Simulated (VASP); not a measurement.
Runs of VASP 6.6.1 on Ga. The structure is that of space group Pm-3m (No. 221), or close to it. The cells are those of the table. 

| task | cell | k mesh for the DOS | occupations for the DOS | gap on the mesh (eV) | pressure (GPa) |
| --- | --- | --- | --- | --- | --- |
| single point | a = 2.503 Å, 1 atom | - | - | none | 21.6 |
| single point | a = 2.606 Å, 1 atom | - | - | none | (a) |
| single point | a = 2.053 Å, 1 atom | - | - | none | 307.3 |
| single point | a = 2.720 Å, 1 atom | - | - | none | 0.1 |
| single point | a = 2.268 Å, 1 atom | - | - | none | (b) |
| single point | a = 2.391 Å, 1 atom | - | - | none | 46.6 |

Alike in all rows: level PBE; potentials or basis VASP PAW PBE potentials, release 64 (Ga_d); no spin polarisation; k mesh 14 × 14 × 14; cutoff (eV) 520; smearing fermi-dirac 0.05 eV.

Q: Fill in the values left out.

A: (a) 8.1; (b) 97.2.

A k mesh can miss the band edges, and the runs leave out spin-orbit coupling on Ga.

A gap of «none» marks levels without a gap at the run's occupations.
